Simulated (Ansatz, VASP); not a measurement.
## AgIr2: VASP beside Ansatz

The input INCAR:

```
SYSTEM = AgIr2
ALGO = Fast ; EDIFF = 1E-6
EDIFFG = -0.01 ; ENCUT = 600
GGA = PE ; IBRION = 2
ISIF = 3 ; ISMEAR = 0
LASPH = .TRUE. ; LCHARG = .FALSE.
LREAL = .FALSE. ; LWAVE = .FALSE.
NELM = 80 ; NSW = 100
PREC = Accurate ; SIGMA = 0.1
```

KPOINTS

```
k-points
0
G
  12 12 16
  0 0 0
```

File POSCAR:

```
AgIr2
1.0
    4.4516560994      0.0000000000      0.0000000000
   -2.2258280497      3.8552472710      0.0000000000
    0.0000000000      0.0000000000      2.7755227373
Ag Ir
1 2
Direct
    0.0000000000      0.0000000000      0.0000000000
    0.3333333333      0.6666666667      0.5000000000
    0.6666666667      0.3333333333      0.5000000000
```

Input for Ansatz:

```yaml
crystal:
  lattice:
    - [4.4516560994, 0.0, 0.0]
    - [-2.2258280497, 3.855247271, 0.0]
    - [0.0, 0.0, 2.7755227373]
  atoms:
    - { symbol: Ag, position: [0.0, 0.0, 0.0] }
    - { symbol: Ir, position: [0.3333333333, 0.6666666667, 0.5] }
    - { symbol: Ir, position: [0.6666666667, 0.3333333333, 0.5] }
basis:
  ecutwfc: 420
kpoints:
  mp_grid: { grid: [12, 12, 16] }
hamiltonian:
  xc: pbe
scf:
  occupations: { method: gaussian, width: 0.1 }
output:
  forces: true
  stress: true
  eigenvalues: true
  write_density: true
  write_potential: true
  elf: true
  volumetric_format: npy
relax:
  adjacent_minimum: "off"
  f_tol: 0.01
  max_steps: 80
  cell: { stress_tol: 0.05 }
```

Alike in both runs: task relaxation of cell and atoms; functional PBE; k mesh 12 × 12 × 16; occupations gaussian, width 0.1 eV; no spin polarisation.

```csv
,VASP,Ansatz
version,VASP 6.6.1,Ansatz 0.2.0
potentials or method,"VASP PAW PBE potentials, release 64 (Ag, Ir), cutoff 600 eV","scalar-relativistic, plane waves, PAW"
valence electrons in the cell,29,53
```

Ansatz gave:

```
gap on the k mesh at the Fermi level, each at its own relaxed structure (eV) : none
relaxed volume (Å³/atom)                                                     : 15.80
relaxed cell length with the largest relative difference (Å)                 : 2.741
```

Problem. Which values does VASP return?

Solution. gap on the k mesh at the Fermi level, each at its own relaxed structure (eV): none; relaxed volume (Å³/atom): 15.80; relaxed cell length with the largest relative difference (Å): 2.740.

A gap of «none» marks a metal or a gap that the smearing closes. VASP's potentials hold 29 valence electrons a cell and Ansatz's 53, so a difference there can come from the potentials and not from the codes.

Neither program's run includes spin-orbit coupling.
